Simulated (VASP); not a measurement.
C, 2 atoms in the cell. The cell holds a slab with vacuum, 2 atoms: a = 2.456 Å, b = 2.456 Å, c = 8.524 Å, α = 90.00°, β = 90.00°, γ = 120.00°. 

```yaml
Program: VASP 6.6.1
Task: single point
Functional: LDA
Potentials_or_basis: VASP PAW LDA potentials, release 64 (C)
Cutoff: 600 eV
k_mesh: 10 × 10 × 3
Occupations: fermi-dirac, width 0.1 eV
Spin: no spin polarisation
Dipole_correction: no
Further_INCAR_settings: ALGO = Normal; EDIFF = 1e-06; NBANDS = 11
```

Potentials or basis: VASP PAW LDA potentials, release 64 (C).

Launch:

```bash
$ cat potpaw_LDA.64/C/POTCAR > POTCAR
$ mpirun -np 1 vasp_std > vasp.out
```

Hardware: 1 thread of Intel(R) Xeon(R) Platinum 8488C (Sapphire Rapids) (shared host).

Q: How long does it take, and how much memory?

A: Wall time 8.7 s on 1 thread of Intel(R) Xeon(R) Platinum 8488C (Sapphire Rapids), with other jobs on the host, peak memory 0.14 GiB. Counts: scf iterations 15, k points 28.
